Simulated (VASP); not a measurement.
# Si4N (P1) in VASP: a series of runs, part 2 of 2

VASP 6.6.1. Earlier steps stand in the parts before.

### Step 3. Relaxation of cell and atoms, PBE

INCAR reads:

```
SYSTEM = Si4N
  ALGO = Normal
  EDIFF = 1E-7
  EDIFFG = -0.04
  ENCUT = 600
  GGA = PE
  IBRION = 2
  ISIF = 3
  ISMEAR = 0
  LASPH = .True.
  LCHARG = .False.
  LREAL = .False.
  LWAVE = .False.
  NELM = 100
  NSW = 90
  PREC = Accurate
  SIGMA = 0.1
```

KPOINTS reads:

```
k-points
0
Gamma
  4 4 4
  0 0 0
```

POSCAR reads:

```
Si4N
1.0
    4.1770119409      0.0000000000      0.0000000000
   -1.0511359881      4.0791049035      0.0000000000
   -0.6795897783     -0.4334458896      4.3280723562
Si N
4 1
Direct
    0.3774253062      0.3512416622      0.0978670926
    0.6811983254      0.1429837103      0.7514197372
    0.1471356638      0.7007645395      0.7710867569
    0.7957306081      0.8126440002      0.3424018853
    0.9985100964      0.9923660877      0.0372245279
```

Potentials or basis: VASP PAW PBE potentials, release 64 (Si, N).

On the command line:

```sh
$ cat potpaw_PBE.64/Si/POTCAR potpaw_PBE.64/N/POTCAR > POTCAR
$ mpirun -np 1 vasp_std > vasp.out
```

OUTCAR:

```text
SYSTEM = Si4N
   EDIFF = 1E-7
   EDIFFG = -0.04
   ENCUT = 600
   GGA = PE
   IBRION = 2
   ISIF = 3
   ISMEAR = 0
   LASPH = .True.
   LREAL = .False.
   NELM = 100
   NSW = 90
   PREC = Accurate

 ion  position               nearest neighbor table
   1  0.377  0.351  0.098-   5 1.87   4 2.34   3 2.38   2 2.39   3 2.88   2 2.96
   2  0.681  0.143  0.751-   5 1.93   1 2.39   4 2.39   3 2.54   3 2.64   1 2.96   3 3.01   4 3.05

   3  0.147  0.701  0.771-   5 1.93   4 2.35   1 2.38   2 2.54   2 2.64   1 2.88   2 3.01
   4  0.796  0.813  0.342-   5 1.80   1 2.34   3 2.35   2 2.39   2 3.05
   5  0.999  0.992  0.037-   4 1.80   1 1.87   3 1.93   2 1.93

  LATTYP: Found a triclinic cell.
 ALAT       =     5.1390852577
 B/A-ratio  =     1.9730722908
 C/A-ratio  =     2.2066920514
 COS(alpha) =     0.0100006704
 COS(beta)  =     0.5487175411
 COS(gamma) =     0.8320868366

  Lattice vectors:

 A1 = (  -3.1258759528,  -4.0791049035,   0.0000000000)
 A2 = (  -7.9824776720,  -4.5125507931,   4.3280723562)
 A3 = (  -0.7155604081,  -7.2913180278,  -8.6561447124)

Analysis of symmetry for initial positions (statically):
=====================================================================
 Subroutine PRICEL returns:
 Original cell was already a primitive cell.

 Routine SETGRP: Setting up the symmetry group for a
 triclinic supercell.

 Subroutine GETGRP returns: Found  1 space group operations
[... 371 lines left out ...]

 Free energy of the ion-electron system (eV)
  ---------------------------------------------------
  ext. energy  EPLUGINS =         0.00000000
  ---------------------------------------------------
  free energy    TOTEN  =       -29.21948600 eV

  energy without entropy =      -29.21138749  energy(sigma->0) =      -29.21543674

 E-fermi :   8.0768     XC(G=0): -10.4245

 val. band max:        8.0547298642   @ k =   0.0000   0.2500  -0.0000
 cond. band min:       8.1267157032   @ k =   0.5000   0.2500  -0.0000
 fundamental gap:      0.0719858390
 Fermi energy:         8.0768058796

 k-point     1 :       0.0000    0.0000    0.0000
  band No.  band energies     occupation
      1      -9.8506      2.00000
      2      -2.6119      2.00000
      3      -0.6758      2.00000
      4       0.1008      2.00000
      5       0.5979      2.00000
      6       2.2084      2.00000
      7       3.3710      2.00000
      8       4.3656      2.00000
      9       5.1861      2.00000
     10       6.6605      2.00000
     11       8.4504      0.00000
     12       9.2835      0.00000
     13       9.7357      0.00000
     14      10.7363      0.00000
[... 377 lines left out ...]
      1      -9.5557      2.00000
      2      -2.8440      2.00000
      3      -1.6632      2.00000
      4      -0.4187      2.00000
      5       1.2537      2.00000
      6       2.4979      2.00000
      7       3.2526      2.00000
      8       4.0525      2.00000
      9       4.7923      2.00000
     10       6.2919      2.00000
     11       7.9923      1.76815
     12       8.9562      0.00000
     13      10.4601      0.00000
     14      11.6368      0.00000

 [... further k-points ...]

------------------------ aborting loop because EDIFF is reached ----------------------------------------

  FORCE on cell =-STRESS in cart. coord.  units (eV):
  Direction    XX          YY          ZZ          XY          YZ          ZX
  --------------------------------------------------------------------------------------
  -------------------------------------------------------------------------------------
  Total       -0.0113466     -0.0279139     -0.0904104      0.0186170     -0.0124169      0.0064491
  in kB       -0.2423983     -0.5963278     -1.9314451      0.3977161     -0.2652632      0.1377734
  external PRESSURE =      -0.9233904 kB  Pullay stress =       0.0000000 kB
[... 20 lines left out ...]
  FREE ENERGIE OF THE ION-ELECTRON SYSTEM (eV)
  ---------------------------------------------------
  free  energy   TOTEN  =       -29.2194859969 eV

  energy  without entropy=      -29.2113874928  energy(sigma->0) =      -29.21543674

 reached required accuracy - stopping structural energy minimisation
```

OSZICAR:

```text
N       E                     dE             d eps       ncg     rms          rms(c)
DAV:   1     0.641049510981E+02    0.64105E+02   -0.94599E+03  1008   0.144E+03
DAV:   2    -0.251193293188E+02   -0.89224E+02   -0.87428E+02  1312   0.204E+02
DAV:   3    -0.308396698143E+02   -0.57203E+01   -0.55984E+01  1392   0.577E+01
[... 163 lines left out ...]
DAV:   3    -0.292194938222E+02    0.48980E-04   -0.10893E-04  1230   0.803E-02    0.194E-02
DAV:   4    -0.292194864547E+02    0.73675E-05   -0.29487E-05  1398   0.409E-02    0.584E-03
DAV:   5    -0.292194861905E+02    0.26419E-06   -0.30748E-06  1254   0.160E-02    0.370E-03
DAV:   6    -0.292194860575E+02    0.13302E-06   -0.73900E-07  1344   0.659E-03    0.208E-03
DAV:   7    -0.292194859969E+02    0.60628E-07   -0.21257E-07   818   0.446E-03
  18 F= -.29219486E+02 E0= -.29215437E+02  d E =-.380028E-03
```

CONTCAR:

```text
Si4N
   1.00000000000000
     4.2265928912930857    0.0107967799282118    0.1429034327139410
    -1.0511545386208507    4.0987608582888626   -0.0744688259603793
    -0.5418776886031764   -0.4780671385188789    4.3125264917739106
  Si              N
     4     1
Direct
     0.3636024052191824    0.3649372949755105    0.0978158515523302
     0.6934227911169702    0.1439071581206003    0.7611690044026002
     0.1438370238272975    0.6934699157516997    0.7611691302444407
     0.8038276514739084    0.8025140209824677    0.3449221426468221
     0.9953101282626393    0.9951716100697270    0.0349238710538053

  0.00000000E+00  0.00000000E+00  0.00000000E+00
  0.00000000E+00  0.00000000E+00  0.00000000E+00
  0.00000000E+00  0.00000000E+00  0.00000000E+00
  0.00000000E+00  0.00000000E+00  0.00000000E+00
  0.00000000E+00  0.00000000E+00  0.00000000E+00
```

Wall time 5.1 min (1 thread of AMD EPYC 9R45 (Zen 5), shared host); peak memory 0.19 GiB.

Results:

| Quantity | Value |
| --- | --- |
| Free energy | -29.2195 eV |
| Relaxed volume | 15.00 Å³/atom |
| Relaxed cell | a = 4.229 Å, b = 4.232 Å, c = 4.373 Å, α = 95.31°, β = 95.21°, γ = 104.26° |
| Space group after relaxing (to 0.05 Å) | Cm (No. 8) |
| Energy gained by relaxing | 5.6 meV/atom |
| Ionic steps | 18 |
| Pressure after relaxing | -0.1 GPa |
| Largest force after relaxing | 0.023 eV/Å |

Forces on the atoms (eV/Å):
```
Si   0.012 -0.008  0.002
Si  -0.009 -0.002  0.005
Si   0.017 -0.015  0.004
Si  -0.006  0.013 -0.013
N   -0.013  0.012  0.001
```

Step by step:
```
step  energy change (eV)  largest force (eV/Å)  pressure (GPa)  volume (Å³)
   1              0.0000                0.0743            1.59        73.74
   2             -0.0106                0.1389           -0.79        75.32
   3             -0.0108                0.1230           -0.47        75.10
   4             -0.0152                0.0846           -0.16        74.99
   5             -0.0165                0.1256            0.14        74.88
   6             -0.0187                0.0956           -0.04        74.98
   7             -0.0190                0.1300           -0.14        75.03
   8             -0.0206                0.0995            0.00        74.96
   9             -0.0208                0.1057            0.07        74.93
  10             -0.0226                0.0874            0.05        74.94
  11             -0.0240                0.1177            0.03        74.94
  12             -0.0255                0.0866           -0.04        74.98
  13             -0.0257                0.0921           -0.06        75.00
  14             -0.0267                0.0751            0.01        74.94
  15             -0.0269                0.1042            0.05        74.91
  16             -0.0276                0.0515            0.06        74.91
  17             -0.0277                0.0743            0.07        74.91
  18             -0.0281                0.0231           -0.09        75.00
```

Final structure:
```xyz
5
Lattice="4.2266 0.0108 0.1429 -1.0512 4.0988 -0.0745 -0.5419 -0.4781 4.3125" Properties=species:S:1:pos:R:3 pbc="T T T"
Si    1.1002    1.4530    0.4466
Si    2.3671    0.2334    3.3709
Si   -0.5335    2.4800    3.2515
Si    2.3670    3.1331    1.5426
N     3.1418    4.0730    0.2187
```

Levels at points of the mesh, in eV from the Fermi level:
```
           k point  band 6  band 7  band 8  band 9  band 10  band 11  band 12  band 13  band 14
(0.00, 0.00, 0.00)   -5.87   -4.71   -3.71   -2.89    -1.42     0.37     1.21     1.66     2.66
(0.50, 0.00, 0.00)   -5.54   -4.77   -4.13   -2.85    -0.98     0.22     0.80     1.90     2.75
(0.00, 0.50, 0.00)   -5.54   -4.78   -4.13   -2.84    -0.98     0.23     0.80     1.89     2.77
(0.50, 0.50, 0.00)   -5.81   -4.56   -3.50   -1.72    -1.70    -0.61    -0.30     1.71     2.99
(0.00, 0.00, 0.50)   -5.19   -4.26   -3.41   -2.57    -1.88    -0.34     0.65     1.20     2.14
(0.50, 0.00, 0.50)   -5.99   -4.86   -3.97   -2.13    -0.76    -0.59     0.58     2.28     3.48
(0.00, 0.50, 0.50)   -5.96   -4.87   -3.95   -2.15    -0.76    -0.58     0.56     2.28     3.47
(0.50, 0.50, 0.50)   -6.78   -5.23   -4.75   -2.29    -2.11     0.83     2.68     4.05     5.07
```

Caveat: the k points lie up to 0.39 Å⁻¹ apart in the final cell.
